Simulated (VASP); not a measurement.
# Fe (Fm-3m) in VASP: single point with PBE

Aim: the single point of Fe with PBE.

All numbers are computed with VASP 6.6.1; they aren't measurements. Logs are shortened: lines on timing, memory, paths and dates and some standing lists are left out, and cuts for length are marked.

### 1 The cell of the first run

Symmetry: Fm-3m, No. 225, cubic system. Conventional cell: a = 3.468 Å, b = 3.468 Å, c = 3.468 Å, α = 90.00°, β = 90.00°, γ = 90.00°. Within 3.2 Å of Fe (site symmetry m-3m) lie 12 Fe at 2.45 Å.

This isn't the form of Fe at room conditions, which is bcc.

### 2 Single point, PBE

File INCAR:

```
PREC = Accurate
ENCUT = 600
EDIFF = 1E-6
ISMEAR = -1
SIGMA = 0.1
LREAL = False
LASPH = True
NELM = 120
ALGO = Normal
ISIF = 2
LWAVE = False
LCHARG = False
GGA = PE
NBANDS = 15
ISYM = 0
GGA_COMPAT = False
```

File KPOINTS:

```
regular mesh
0
Gamma
  15 8 15
```

File POSCAR:

```
Fe
1.0
    0.0000000000      1.7340000000      1.7340000000
    3.4680000000      0.0000000000      3.4680000000
    1.7340000000      1.7340000000      0.0000000000
Fe
2
Direct
    0.0000000000      0.0000000000      0.0000000000
    0.0000000000      0.5000000000      0.0000000000
```

Potentials or basis: VASP PAW PBE potentials, release 64 (Fe).

On the command line:

```console
> cat potpaw_PBE.64/Fe/POTCAR > POTCAR
> mpirun -np 1 vasp_std > vasp.out
```

OUTCAR:

```text
PREC = Accurate
   ENCUT = 600
   EDIFF = 1E-6
   ISMEAR = -1
   LREAL = False
   LASPH = True
   NELM = 120
   ISIF = 2
   GGA = PE
   ISYM = 0

 ion  position               nearest neighbor table
   1  0.000  0.000  0.000-   2 2.45   2 2.45   2 2.45   2 2.45   2 2.45   2 2.45
   2  0.000  0.500  0.000-   1 2.45   1 2.45   1 2.45   1 2.45   1 2.45   1 2.45

IMPORTANT INFORMATION: All symmetrisations will be switched off!
NOSYMM: (Re-)initialisation of all symmetry stuff for point group C_1.

----------------------------------------------------------------------------------------

                                     Primitive cell

  volume of cell :      20.8549

  direct lattice vectors                    reciprocal lattice vectors
     0.000000000  1.734000000  1.734000000    -0.288350634  0.288350634  0.288350634
     3.468000000  0.000000000  3.468000000     0.144175317 -0.144175317  0.144175317
     1.734000000  1.734000000  0.000000000     0.288350634  0.288350634 -0.288350634

  length of vectors
     2.452246317  4.904492634  2.452246317     0.499437949  0.249718975  0.499437949

  position of ions in fractional coordinates (direct lattice)
     0.000000000  0.000000000  0.000000000
     0.000000000  0.500000000  0.000000000

  ion indices of the primitive-cell ions
   primitive index   ion index
                 1           1
                 2           2

----------------------------------------------------------------------------------------

 KPOINTS: regular mesh

Automatic generation of k-mesh.
 Grid dimensions read from file:
 generate k-points for:   15    8   15

 Generating k-lattice:

  Cartesian coordinates                     Fractional coordinates (reciprocal lattice)
    -0.019223376  0.019223376  0.019223376     0.066666667  0.000000000  0.000000000
     0.018021915 -0.018021915  0.018021915     0.000000000  0.125000000  0.000000000
     0.019223376  0.019223376 -0.019223376     0.000000000  0.000000000  0.066666667

  Length of vectors
     0.033295863  0.031214872  0.033295863

  Shift w.r.t. Gamma in fractional coordinates (k-lattice)
     0.000000000  0.000000000  0.000000000

 -----------------------------------------------------------------------------
|                                                                             |
|           W    W    AA    RRRRR   N    N  II  N    N   GGGG   !!!           |
|           W    W   A  A   R    R  NN   N  II  NN   N  G    G  !!!           |
|           W    W  A    A  R    R  N N  N  II  N N  N  G       !!!           |
|           W WW W  AAAAAA  RRRRR   N  N N  II  N  N N  G  GGG   !            |
|           WW  WW  A    A  R   R   N   NN  II  N   NN  G    G                |
|           W    W  A    A  R    R  N    N  II  N    N   GGGG   !!!           |
|                                                                             |
|     Your reciprocal lattice and k-lattice belong to different lattice       |
|     classes:                                                                |
|                                                                             |
|        The reciprocal lattice is rhombohedral (trigonal),                   |
|        whereas your k-lattice is base-centered monoclinic.                  |
|                                                                             |
|     Results are often still useful ...                                      |
|                                                                             |
 -----------------------------------------------------------------------------

 WARNING: IBZKPT: internal override: KBLOWUP is changed to .FALSE.
      ... skipping the blow-up phase ...

 Subroutine IBZKPT returns following result:
 ===========================================

 Found    901 irreducible k-points:

 Following reciprocal coordinates:
            Coordinates               Weight
  0.000000  0.000000  0.000000      1.000000
  0.066667  0.000000  0.000000      2.000000
  0.133333  0.000000  0.000000      2.000000
  0.200000  0.000000  0.000000      2.000000
  0.266667  0.000000  0.000000      2.000000
  0.333333  0.000000  0.000000      2.000000
[... 16 lines left out ...]
 -0.066667  0.125000  0.000000      2.000000
  0.000000  0.250000  0.000000      2.000000
 [... further k-points ...]
   k-points           NKPTS =    901   k-points in BZ     NKDIM =    901   number of bands    NBANDS=     15
   number of dos      NEDOS =    301   number of ions     NIONS =      2
   total plane-waves  NPLWV =  16000
   dimension x,y,z NGX =    20 NGY =   40 NGZ =   20
   dimension x,y,z NGXF=    40 NGYF=   80 NGZF=   40
   ions per type =               2
   NGX,Y,Z   is equivalent  to a cutoff of  13.56, 13.56, 13.56 a.u.
   NGXF,Y,Z  is equivalent  to a cutoff of  27.12, 27.12, 27.12 a.u.
 SYSTEM =  unknown system
   PREC   = accura    normal or accurate (medium, high low for compatibility)
   ISTART =      0    job   : 0-new  1-cont  2-samecut
   ICHARG =      2    charge: 1-file 2-atom 10-const
   ISPIN  =      1    spin polarized calculation?
   LNONCOLLINEAR =      F non collinear calculations
   LSORBIT =      F    spin-orbit coupling
   LASPH  =      T    aspherical Exc in radial PAW
   ENCUT  =  600.0 eV  44.10 Ry    6.64 a.u.   4.90  9.80  4.90*2*pi/ulx,y,z
   NELM   =    120;   NELMIN=  2; NELMDL= -5     # of ELM steps
   EDIFF  = 0.1E-05   stopping-criterion for ELM
   LREAL  =      F    real-space projection
   EDIFFG = 0.1E-04   stopping-criterion for IOM
   NSW    =      0    number of steps for IOM
   IBRION =     -1    ionic relax: 0-MD 1-quasi-New 2-CG
   NFREE  =      0    steps in history (QN), initial steepest desc. (CG)
   ISIF   =      2    stress and relaxation
   ISYM   =      0    0-nonsym 1-usesym 2-fastsym
   POTIM  = 0.5000    time-step for ionic-motion
   TEBEG  =    0.0;   TEEND  =   0.0 temperature during run
   PSTRESS=    0.0 pullay stress
   NELECT =      16.0000    total number of electrons
   NUPDOWN=      -1.0000    fix difference up-down
   EMIN   =  10.00;   EMAX   =-10.00  energy-range for DOS
   EFERMI =   0.00;   METHOD = LEGACY
   ISMEAR =    -1;   SIGMA  =   0.10  broadening in eV -4-tet -1-fermi 0-gaus
   EFERMI_NEDOS =   21; number of points for ismear=-14 and -15
   IALGO  =     38    algorithm
   IMIX   =      4    mixing-type and parameters
     AMIX     =   0.40;   BMIX     =  1.00
     AMIX_MAG =   1.60;   BMIX_MAG =  1.00
  volume/ion in A,a.u.               =      10.43        70.37
  Fermi-wavevector in a.u.,A,eV,Ry     =   1.498692  2.832117 30.559744  2.246078
  Thomas-Fermi vector in A             =   2.610418
   LORBIT       =      0    0 simple, 1 ext, 2 COOP (PROOUT), +10 PAW based schemes
   GGA     = PE    functional components
   LHFCALC =     F    Hartree Fock is set to
   AEXX    =    0.0000 exact exchange contribution
   IVDW    =     0    specifies the selected vdW correction
   LEPSILON=     F    determine dielectric tensor
   LRPA    =     F    only Hartree local field effects (RPA)
 non-spin polarized calculation
  energy-cutoff  :      600.00
  volume of cell :       20.85
 maximum number of plane-waves:       711
   NGX =  9   NGY = 19   NGZ =  9

 number of electron      16.0000009 magnetization

 Free energy of the ion-electron system (eV)
  ---------------------------------------------------
  ext. energy  EPLUGINS =         0.00000000
  ---------------------------------------------------
  free energy    TOTEN  =       -16.20341382 eV

  energy without entropy =      -16.08874024  energy(sigma->0) =      -16.14607703

 E-fermi :   6.5964     XC(G=0): -13.6579

 val. band max:        6.5918694927   @ k =   0.0667   0.0000   0.1333
 cond. band min:       6.5970810397   @ k =   0.0667   0.1250   0.3333
 fundamental gap:      0.0052115471
 Fermi energy:         6.5963819787

 k-point     1 :       0.0000    0.0000    0.0000
  band No.  band energies     occupation
      1      -2.1333      2.00000
      2       1.8596      2.00000
      3       4.9220      2.00000
      4       4.9223      2.00000
      5       5.0115      2.00000
      6       5.0123      2.00000
      7       5.0130      2.00000
      8       6.5208      1.36068
      9       6.5214      1.35817
     10       6.7916      0.24868
     11       7.5589      0.00013
     12       7.5595      0.00013
     13      14.7473      0.00000
     14      28.3418      0.00000
     15      29.7629      0.00000

 k-point     2 :       0.0667    0.0000    0.0000
  band No.  band energies     occupation
      1      -1.9467      2.00000
      2       1.9750      2.00000
      3       4.7979      2.00000
      4       4.9440      2.00000
      5       5.0188      2.00000
      6       5.0651      2.00000
      7       5.0658      2.00000
      8       6.0884      1.98764
      9       6.4953      1.46617
     10       6.4960      1.46371
     11       7.5653      0.00012
     12       8.3269      0.00000
     13      14.8662      0.00000
     14      27.9179      0.00000
     15      29.5365      0.00000

 k-point     3 :       0.1333    0.0000    0.0000
  band No.  band energies     occupation
      1      -1.4041      2.00000
      2       2.2845      2.00000
      3       4.4232      2.00000
      4       4.7673      2.00000
      5       5.1928      2.00000
      6       5.1933      2.00000
      7       5.2991      2.00000
      8       5.3102      1.99999
      9       6.4524      1.61674
     10       6.4533      1.61420
     11       7.5833      0.00010
     12       9.3116      0.00000
     13      15.2664      0.00000
     14      26.5166      0.00000
     15      28.0025      0.00000

 k-point     4 :       0.2000    0.0000    0.0000
  band No.  band energies     occupation
      1      -0.5658      2.00000
      2       2.6259      2.00000
      3       3.8565      2.00000
      4       4.5701      2.00000
      5       4.9150      2.00000
      6       5.2903      2.00000
      7       5.2904      2.00000
      8       5.7339      1.99964
      9       6.4959      1.46398
     10       6.4971      1.45943
     11       7.6108      0.00008
     12      10.0929      0.00000
     13      16.0519      0.00000
     14      24.4493      0.00000
     15      25.0864      0.00000
[... 307 lines left out ...]
 k-point    22 :      -0.1333    0.1250    0.0000
  band No.  band energies     occupation
      1      -1.0326      2.00000
      2       2.1402      2.00000
      3       4.3963      2.00000
      4       4.6317      2.00000
      5       4.9602      2.00000
      6       5.2728      2.00000
      7       5.2863      2.00000
      8       5.3923      1.99999
      9       6.2760      1.92197
     10       6.6101      0.93172
     11       7.5484      0.00015
     12       8.3720      0.00000
     13      17.0938      0.00000
     14      27.1369      0.00000
     15      27.2411      0.00000

 k-point    23 :      -0.0667    0.1250    0.0000
  band No.  band energies     occupation
      1      -1.6708      2.00000
      2       1.8895      2.00000
      3       4.8322      2.00000
      4       4.8478      2.00000
      5       5.0849      2.00000
      6       5.1358      2.00000
      7       5.1591      2.00000
      8       5.5768      1.99993
      9       6.3864      1.78183
     10       6.5427      1.26194
     11       7.5101      0.00022
     12       7.8305      0.00001
     13      16.1847      0.00000
     14      28.1968      0.00000
     15      29.1324      0.00000

 k-point    24 :       0.0000    0.2500    0.0000
  band No.  band energies     occupation
      1      -1.4898      2.00000
      2       1.6029      2.00000
      3       4.7918      2.00000
      4       5.0498      2.00000
      5       5.0501      2.00000
      6       5.1764      2.00000
      7       5.1771      2.00000
      8       5.3605      1.99999
      9       6.4557      1.60656
     10       6.4561      1.60514
     11       7.2486      0.00294
     12       7.2491      0.00292
     13      17.4734      0.00000
     14      28.3039      0.00000
     15      28.8898      0.00000

 [... further k-points ...]

------------------------ aborting loop because EDIFF is reached ----------------------------------------

  FORCE on cell =-STRESS in cart. coord.  units (eV):
  Direction    XX          YY          ZZ          XY          YZ          ZX
  --------------------------------------------------------------------------------------
  -------------------------------------------------------------------------------------
  Total       -0.6055617     -0.5949886     -0.6055619     -0.0050838     -0.0050828      0.0099426
  in kB      -46.5223577    -45.7100779    -46.5223693     -0.3905621     -0.3904901      0.7638451
  external PRESSURE =     -46.2516017 kB  Pullay stress =       0.0000000 kB

 VOLUME and BASIS-vectors are now :
 -----------------------------------------------------------------------------
  energy-cutoff  :      600.00
  volume of cell :       20.85
      direct lattice vectors                 reciprocal lattice vectors
     0.000000000  1.734000000  1.734000000    -0.288350634  0.288350634  0.288350634
     3.468000000  0.000000000  3.468000000     0.144175317 -0.144175317  0.144175317
     1.734000000  1.734000000  0.000000000     0.288350634  0.288350634 -0.288350634

 POSITION                                       TOTAL-FORCE (eV/Angst)
 -----------------------------------------------------------------------------------
      0.00000      0.00000      0.00000        -0.000001      0.000001     -0.000001
      1.73400      0.00000      1.73400         0.000001     -0.000001      0.000001
 -----------------------------------------------------------------------------------
    total drift:                               -0.000000      0.000000     -0.000000

  FREE ENERGIE OF THE ION-ELECTRON SYSTEM (eV)
  ---------------------------------------------------
  free  energy   TOTEN  =       -16.2034138168 eV

  energy  without entropy=      -16.0887402445  energy(sigma->0) =      -16.14607703
```

It took 5.2 min on 1 thread of Oxide Virtual Turin-like, shared host; peak memory 0.37 GiB.

What came out:

```
Free energy            : -16.2034 eV
Pressure               : -4.6 GPa
Band gap on the k mesh : zero (bands 8 and 9 overlap by 1.74 eV)
```

Caveat: the cell stands under tension; the run has no spin polarisation, though such a crystal can be magnetic.
